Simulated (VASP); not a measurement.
# NaF (Villiaumite) (Fm-3m) in VASP: a series of runs

Aim: see how the results for NaF (Villiaumite) move with the level of theory and the settings. Levels: PBE, r2SCAN. Tasks: single point.

All numbers are computed with VASP 6.6.1; they aren't measurements. Logs are shortened: lines on timing, memory, paths and dates and some standing lists are left out, and cuts for length are marked.

## 1. The cell of the first run

The structure is cubic, space group Fm-3m (No. 225). The conventional cell has a = 4.792 Å, b = 4.792 Å, c = 4.792 Å, α = 90.00°, β = 90.00°, γ = 90.00°. Na (site symmetry m-3m) has 6 F at 2.40 Å within 3.2 Å. F (site symmetry m-3m) has 6 Na at 2.40 Å within 3.2 Å.

## 2. Single point, PBE (volume changed by +6%)

INCAR reads:

```
ALGO = Normal
EDIFF = 1E-6
ENCUT = 520
GGA = PE
ISIF = 2
ISMEAR = 0
LASPH = True
LCHARG = False
LREAL = False
LWAVE = False
NBANDS = 14
NELM = 80
PREC = Accurate
SIGMA = 0.01
```

KPOINTS reads:

```
k-points
0
Gamma
  8 8 8
```

POSCAR reads:

```
NaF
1.0
    0.0000000000      2.3958289125      2.3958289125
    2.3958289125      0.0000000000      2.3958289125
    2.3958289125      2.3958289125      0.0000000000
Na F
1 1
Direct
    0.0000000000      0.0000000000      0.0000000000
    0.5000000000      0.5000000000      0.5000000000
```

Potentials or basis: VASP PAW PBE potentials, release 64 (Na_pv, F).

Run with:

```sh
$ cat potpaw_PBE.64/Na_pv/POTCAR potpaw_PBE.64/F/POTCAR > POTCAR
$ mpirun -np 1 vasp_std > vasp.out
```

OUTCAR:

```text
EDIFF = 1E-6
   ENCUT = 520
   GGA = PE
   ISIF = 2
   ISMEAR = 0
   LASPH = True
   LREAL = False
   NELM = 80
   PREC = Accurate

 ion  position               nearest neighbor table
   1  0.000  0.000  0.000-
   2  0.500  0.500  0.500-

  LATTYP: Found a face centered cubic cell.
 ALAT       =     4.7916578250

  Lattice vectors:

 A1 = (   0.0000000000,   2.3958289125,   2.3958289125)
 A2 = (   2.3958289125,   0.0000000000,   2.3958289125)
 A3 = (   2.3958289125,   2.3958289125,   0.0000000000)

Analysis of symmetry for initial positions (statically):
=====================================================================
 Subroutine PRICEL returns:
 Original cell was already a primitive cell.

 Routine SETGRP: Setting up the symmetry group for a
 face centered cubic supercell.

 Subroutine GETGRP returns: Found 48 space group operations
[... 9 lines left out ...]

 Routine SETGRP: Setting up the symmetry group for a
 face centered cubic supercell.

 Subroutine GETGRP returns: Found 48 space group operations
[... 11 lines left out ...]
                                     Primitive cell

  volume of cell :      27.5041

  direct lattice vectors                    reciprocal lattice vectors
     0.000000000  2.395828912  2.395828912    -0.208696037  0.208696037  0.208696037
     2.395828912  0.000000000  2.395828912     0.208696037 -0.208696037  0.208696037
     2.395828912  2.395828912  0.000000000     0.208696037  0.208696037 -0.208696037

  length of vectors
     3.388213741  3.388213741  3.388213741     0.361472140  0.361472140  0.361472140

  position of ions in fractional coordinates (direct lattice)
     0.000000000  0.000000000  0.000000000
     0.500000000  0.500000000  0.500000000

  ion indices of the primitive-cell ions
   primitive index   ion index
                 1           1
                 2           2

----------------------------------------------------------------------------------------

 KPOINTS: k-points

Automatic generation of k-mesh.
 Grid dimensions read from file:
 generate k-points for:    8    8    8

 Generating k-lattice:

  Cartesian coordinates                     Fractional coordinates (reciprocal lattice)
    -0.026087005  0.026087005  0.026087005     0.125000000  0.000000000  0.000000000
     0.026087005 -0.026087005  0.026087005     0.000000000  0.125000000  0.000000000
     0.026087005  0.026087005 -0.026087005     0.000000000  0.000000000  0.125000000

  Length of vectors
     0.045184017  0.045184017  0.045184017

  Shift w.r.t. Gamma in fractional coordinates (k-lattice)
[... 56 lines left out ...]
   IBRION =     -1    ionic relax: 0-MD 1-quasi-New 2-CG
   NFREE  =      0    steps in history (QN), initial steepest desc. (CG)
   ISIF   =      2    stress and relaxation
   ISYM   =      2    0-nonsym 1-usesym 2-fastsym
   POTIM  = 0.5000    time-step for ionic-motion
   TEBEG  =    0.0;   TEEND  =   0.0 temperature during run
   PSTRESS=    0.0 pullay stress
   NELECT =      14.0000    total number of electrons
   NUPDOWN=      -1.0000    fix difference up-down
   EMIN   =  10.00;   EMAX   =-10.00  energy-range for DOS
   EFERMI =   0.00;   METHOD = LEGACY
   ISMEAR =     0;   SIGMA  =   0.01  broadening in eV -4-tet -1-fermi 0-gaus
   EFERMI_NEDOS =   21; number of points for ismear=-14 and -15
   IALGO  =     38    algorithm
   IMIX   =      4    mixing-type and parameters
     AMIX     =   0.40;   BMIX     =  1.00
     AMIX_MAG =   1.60;   BMIX_MAG =  1.00
  volume/ion in A,a.u.               =      13.75        92.80
  Fermi-wavevector in a.u.,A,eV,Ry     =   1.307129  2.470115 23.246719  1.708586
  Thomas-Fermi vector in A             =   2.437884
   LORBIT       =      0    0 simple, 1 ext, 2 COOP (PROOUT), +10 PAW based schemes
   GGA     = PE    functional components
   LHFCALC =     F    Hartree Fock is set to
   AEXX    =    0.0000 exact exchange contribution
   IVDW    =     0    specifies the selected vdW correction
   LEPSILON=     F    determine dielectric tensor
   LRPA    =     F    only Hartree local field effects (RPA)
 non-spin polarized calculation
 Gauss-broadening in eV      SIGMA  =   0.01
  energy-cutoff  :      520.00
  volume of cell :       27.50
 maximum number of plane-waves:       754
 NGX is ok and might be reduce to    28
   NGX = 13   NGY = 13   NGZ = 13

 number of electron      13.9999988 magnetization

 Free energy of the ion-electron system (eV)
  ---------------------------------------------------
  ext. energy  EPLUGINS =         0.00000000
  ---------------------------------------------------
  free energy    TOTEN  =        -8.55915627 eV

  energy without entropy =       -8.55915627  energy(sigma->0) =       -8.55915627

 E-fermi :  -2.4109     XC(G=0):  -8.6877

 val. band max:       -2.4872907349   @ k =   0.0000   0.0000   0.0000
 cond. band min:       3.3018001549   @ k =   0.0000   0.0000   0.0000
 fundamental gap:      5.7890908899
 Fermi energy:        -2.4109312286

 k-point     1 :       0.0000    0.0000    0.0000
  band No.  band energies     occupation
      1     -21.7457      2.00000
      2     -21.7457      2.00000
      3     -21.7457      2.00000
      4     -21.5062      2.00000
      5      -2.4873      2.00000
      6      -2.4873      2.00000
      7      -2.4873      2.00000
      8       3.3018      0.00000
      9      15.7701      0.00000
     10      15.7701      0.00000
     11      15.7701      0.00000
     12      18.4338      0.00000
     13      20.4991      0.00000
     14      20.4991      0.00000
[... 377 lines left out ...]
      1     -22.1430      2.00000
      2     -21.7841      2.00000
      3     -21.7677      2.00000
      4     -20.9836      2.00000
      5      -3.6288      2.00000
      6      -2.9861      2.00000
      7      -2.7714      2.00000
      8       8.6494      0.00000
      9       9.4352      0.00000
     10      13.6055      0.00000
     11      15.3473      0.00000
     12      18.5526      0.00000
     13      19.5272      0.00000
     14      23.9397      0.00000

 [... further k-points ...]
[... 5 lines left out ...]
  --------------------------------------------------------------------------------------
  -------------------------------------------------------------------------------------
  Total       -0.4162605     -0.4162605     -0.4162605      0.0000000      0.0000000      0.0000000
  in kB      -24.2481366    -24.2481366    -24.2481366      0.0000000      0.0000000      0.0000000
  external PRESSURE =     -24.2481366 kB  Pullay stress =       0.0000000 kB

 VOLUME and BASIS-vectors are now :
 -----------------------------------------------------------------------------
  energy-cutoff  :      520.00
  volume of cell :       27.50
      direct lattice vectors                 reciprocal lattice vectors
     0.000000000  2.395828912  2.395828912    -0.208696037  0.208696037  0.208696037
     2.395828912  0.000000000  2.395828912     0.208696037 -0.208696037  0.208696037
     2.395828912  2.395828912  0.000000000     0.208696037  0.208696037 -0.208696037

 POSITION                                       TOTAL-FORCE (eV/Angst)
 -----------------------------------------------------------------------------------
      0.00000      0.00000      0.00000         0.000000      0.000000     -0.000000
      2.39583      2.39583      2.39583        -0.000000     -0.000000      0.000000
 -----------------------------------------------------------------------------------
    total drift:                                0.000000      0.000000      0.000000

  FREE ENERGIE OF THE ION-ELECTRON SYSTEM (eV)
  ---------------------------------------------------
  free  energy   TOTEN  =        -8.5591562745 eV

  energy  without entropy=       -8.5591562745  energy(sigma->0) =       -8.55915627
```

OSZICAR:

```text
N       E                     dE             d eps       ncg     rms          rms(c)
DAV:   1     0.109468991999E+03    0.10947E+03   -0.77823E+03   818   0.118E+03
DAV:   2    -0.372993911056E+01   -0.11320E+03   -0.10498E+03   872   0.330E+02
DAV:   3    -0.943071460529E+01   -0.57008E+01   -0.56866E+01  1034   0.692E+01
DAV:   4    -0.947913603706E+01   -0.48421E-01   -0.48419E-01   908   0.692E+00
DAV:   5    -0.947967901341E+01   -0.54298E-03   -0.54297E-03   992   0.711E-01    0.544E+00
DAV:   6    -0.857010727791E+01    0.90957E+00   -0.33009E+00   974   0.142E+01    0.192E+00
DAV:   7    -0.855716807879E+01    0.12939E-01   -0.30678E-02   836   0.206E+00    0.107E+00
DAV:   8    -0.855847347290E+01   -0.13054E-02   -0.33426E-02   866   0.391E+00    0.159E-01
DAV:   9    -0.855933444708E+01   -0.86097E-03   -0.47164E-03   956   0.619E-01    0.152E-01
DAV:  10    -0.855915633543E+01    0.17811E-03   -0.11353E-03   896   0.302E-01    0.752E-03
DAV:  11    -0.855915568556E+01    0.64986E-06   -0.26540E-05   968   0.102E-01    0.369E-03
DAV:  12    -0.855915627452E+01   -0.58896E-06   -0.22174E-06   902   0.229E-02
   1 F= -.85591563E+01 E0= -.85591563E+01  d E =-.156818E-29
```

stdout:

```text
POSCAR found type information on POSCAR NaF
 POSCAR found :  2 types and       2 ions
 scaLAPACK will be used
 LDA part: xc-table for (Slater+PW92), standard interpolation
 POSCAR, INCAR and KPOINTS ok, starting setup
 FFT: planning ... GRIDC
 FFT: planning ... GRID_SOFT
 FFT: planning ... GRID
 WAVECAR not read
 entering main loop
```

Run time: 35 s. Hardware: 1 thread of AMD EPYC 7R13, shared host; peak memory 0.12 GiB.

Results:

* Free energy: -8.5592 eV
* Pressure: -2.4 GPa
* Band gap on the k mesh: 5.79 eV, direct

Caveat: the cell differs from its parent crystal (volume changed by +6%).

## 3. Single point, PBE

This run uses another cell than the first one, of 12.12 Å³/atom, 0.882 times its volume.

INCAR reads:

```
PREC     = Accurate       # precision mode
ENCUT    = 520            # plane-wave cutoff, eV
EDIFF    = 1E-6           # SCF threshold, eV
ISMEAR   = 0              # smearing method
SIGMA    = 0.01           # smearing width, eV
LREAL    = False          # projectors in reciprocal space
LASPH    = True           # aspherical terms in the spheres
NELM     = 60             # most SCF steps
ALGO     = Normal         # electronic algorithm
ISIF     = 2              # what is computed and relaxed
LWAVE    = False          # write WAVECAR
LCHARG   = False          # write CHGCAR
GGA      = PE             # functional
NBANDS   = 14             # bands
```

KPOINTS reads:

```
Automatic mesh
0
Gamma
  10 10 10
```

POSCAR reads:

```
NaF
1.0
    0.0000000000      2.2972417895      2.2972417895
    2.2972417895      0.0000000000      2.2972417895
    2.2972417895      2.2972417895      0.0000000000
Na F
1 1
Direct
    0.0000000000      0.0000000000      0.0000000000
    0.5000000000      0.5000000000      0.5000000000
```

Potentials or basis: VASP PAW PBE potentials, release 64 (Na_pv, F).

Run with:

```sh
$ cat potpaw_PBE.64/Na_pv/POTCAR potpaw_PBE.64/F/POTCAR > POTCAR
$ mpirun -np 1 vasp_std > vasp.out
```

It took 36 s on 1 thread of AMD EPYC 7R13, shared host; peak memory 0.11 GiB.

Results (log left out):

```
Free energy            : -8.5496 eV
Pressure               : 3.5 GPa
Band gap on the k mesh : 6.44 eV, direct
```

Levels at points of the mesh, in eV from the valence-band top:
```
           k point  band 5  band 6  band 7  band 8  band 9  band 10
(0.00, 0.00, 0.00)    0.00    0.00    0.00    6.44   19.16    19.16
(0.50, 0.00, 0.00)   -1.64   -0.27   -0.27   10.94   12.69    20.39
(0.50, 0.50, 0.00)   -1.31   -0.42   -0.42   13.37   13.39    13.86
```

## 4. Single point, r2SCAN (volume changed by -6%)

POSCAR reads:

```
NaF
1.0
    0.0000000000      2.2503461453      2.2503461453
    2.2503461453      0.0000000000      2.2503461453
    2.2503461453      2.2503461453      0.0000000000
Na F
1 1
Direct
    0.0000000000      0.0000000000      0.0000000000
    0.5000000000      0.5000000000      0.5000000000
```

INCAR.step1 reads:

```
SYSTEM = NaF
ALGO = Normal ; EDIFF = 1E-4
ENCUT = 520 ; GGA = PE
ISMEAR = 0 ; LASPH = .TRUE.
LCHARG = .FALSE. ; LREAL = .FALSE.
LWAVE = .TRUE. ; NBANDS = 14
NELM = 80 ; PREC = Accurate
SIGMA = 0.01
```

INCAR.step2 reads:

```
SYSTEM = NaF
ALGO = Normal ; EDIFF = 1E-7
ENCUT = 520 ; ISIF = 2
ISMEAR = 0 ; ISTART = 1
LASPH = .TRUE. ; LCHARG = .FALSE.
LMIXTAU = .TRUE. ; LREAL = .FALSE.
LWAVE = .FALSE. ; METAGGA = R2SCAN
NBANDS = 14 ; NELM = 80
PREC = Accurate ; SIGMA = 0.01
```

KPOINTS reads:

```
k-points
0
G
  8 8 8
  0 0 0
```

Run with:

```sh
$ cat potpaw_PBE.64/Na_pv/POTCAR potpaw_PBE.64/F/POTCAR > POTCAR
$ cp INCAR.step1 INCAR
$ mpirun -np 1 vasp_std > vasp.out
$ cp INCAR.step2 INCAR
$ mpirun -np 1 vasp_std > vasp.out
```

It took 1.9 min on 1 thread of AMD EPYC 7R13, shared host; peak memory 0.11 GiB.

Results (log left out):

```yaml
Free_energy: -12.5921 eV
Pressure: 3.2 GPa
Band_gap_on_the_k_mesh: 7.69 eV, direct
```

Levels at points of the mesh, in eV from the valence-band top:
| k point | band 3 | band 4 | band 5 | band 6 | band 7 | band 8 | band 9 | band 10 | band 11 | band 12 |
| --- | --- | --- | --- | --- | --- | --- | --- | --- | --- | --- |
| (0.00, 0.00, 0.00) | -19.24 | -19.24 | 0.00 | 0.00 | 0.00 | 7.69 | 20.42 | 20.42 | 20.42 | 23.29 |
| (0.50, 0.00, 0.00) | -19.25 | -18.69 | -1.75 | -0.31 | -0.31 | 12.21 | 14.20 | 22.41 | 22.41 | 24.98 |
| (0.50, 0.50, 0.00) | -19.31 | -19.31 | -1.40 | -0.45 | -0.45 | 14.22 | 14.85 | 15.77 | 22.33 | 22.33 |

Caveat: the cell differs from its parent crystal (volume changed by -6%); the PAW data sets were made with another functional, which shifts forces and pressure a little.

## 5. Overview

```csv
level,cell,k mesh,gap on the mesh (eV),pressure (GPa)
PBE,"a = 3.388 Å, angles 60.0°, 2 atoms",8 × 8 × 8,5.79,-2.4
PBE,"a = 3.249 Å, angles 60.0°, 2 atoms",10 × 10 × 10,6.44,3.5
r2SCAN,"a = 3.182 Å, angles 60.0°, 2 atoms",8 × 8 × 8,7.69,3.2
```

Alike in all rows: task single point; potentials or basis VASP PAW PBE potentials, release 64 (Na_pv, F); no spin polarisation; cutoff (eV) 520; smearing gaussian 0.01 eV.

Caveats: the PAW data sets were made with another functional, which shifts forces and pressure a little (some runs).

Total energies depend on the potentials used, so only differences within one code and one set of settings carry meaning.
